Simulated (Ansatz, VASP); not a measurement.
**Ta2Ru: VASP beside Ansatz**

```xyz
3
Lattice="4.5839 0.0000 0.0000 -2.2920 3.9698 0.0000 0.0000 0.0000 2.7726" Properties=species:S:1:pos:R:3 pbc="T T T"
Ta    0.0000    2.6465    1.3863
Ta    2.2920    1.3233    1.3863
Ru    0.0000    0.0000    0.0000
```

Change from the starting cell: species swapped into the CeHg2 type (P6/mmm, No. 191).

Alike in both runs: task relaxation of cell and atoms; functional PBE; k mesh 12 × 12 × 16; occupations gaussian, width 0.1 eV; no spin polarisation.

```csv
,VASP,Ansatz
version,VASP 6.6.1,Ansatz 0.2.0
potentials or method,"VASP PAW PBE potentials, release 64 (Ta_pv, Ru_pv), cutoff 600 eV","scalar-relativistic, plane waves, PAW"
valence electrons in the cell,36,42
```

VASP gave:

```
gap on the k mesh at the Fermi level, each at its own relaxed structure (eV) : none
relaxed volume (Å³/atom)                                                     : 16.84
relaxed cell length with the largest relative difference (Å)                 : 4.583
```

**Question.** Estimate Ansatz's values.

**Answer.** gap on the k mesh at the Fermi level, each at its own relaxed structure (eV): none; relaxed volume (Å³/atom): 16.82; relaxed cell length with the largest relative difference (Å): 4.581.

A gap of «none» marks a metal or a gap that the smearing closes. VASP's potentials hold 36 valence electrons a cell and Ansatz's 42, so a difference there can come from the potentials and not from the codes.

Spin-orbit coupling is off throughout.
